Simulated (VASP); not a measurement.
Input of a VASP 6.6.1 run:

File INCAR:

```
PREC     = Accurate       # precision mode
ENCUT    = 500            # plane-wave cutoff, eV
EDIFF    = 1E-6           # SCF threshold, eV
ISMEAR   = -5             # smearing method
SIGMA    = 0.1            # smearing width, eV
LREAL    = F              # projectors in reciprocal space
LASPH    = T              # aspherical terms in the spheres
NELM     = 120            # most SCF steps
ALGO     = Normal         # electronic algorithm
ISIF     = 2              # what is computed and relaxed
LWAVE    = F              # write WAVECAR
LCHARG   = F              # write CHGCAR
GGA      = PE             # functional
NBANDS   = 22             # bands
GGA_COMPAT= F
```

Contents of KPOINTS:

```
regular mesh
0
Gamma
  9 9 18
```

The input POSCAR:

```
Rh
1.0
    3.9364226094      0.0000000000      0.0000000000
    0.0000000000      3.9364226094      0.0000000000
   -1.9682113047      0.0000000000      1.8695737594
Rh
2
Direct
    0.0000000000      0.0000000000      0.0000000000
    0.5000000000      0.5000000000      0.0000000000
```

Potentials or basis: VASP PAW PBE potentials, release 64 (Rh_pv).

Command:

```sh
$ cat potpaw_PBE.64/Rh_pv/POTCAR > POTCAR
$ mpirun -np 1 vasp_std > vasp.out
```

**Question.** What does it give for the pressure?

**Answer.** -6.9 GPa.

**Question.** Estimate the band gap on the k mesh.

**Answer.** Zero (band 15 reaches 11.96 eV, above the bottom of band 16 at 9.91 eV).

Stress tensor (GPa, compression positive):
```
-10.19   0.00   0.00
  0.00 -10.20   0.00
  0.00   0.00  -0.34
```

Caveat: tetrahedron occupations give inexact forces and stress in metals.
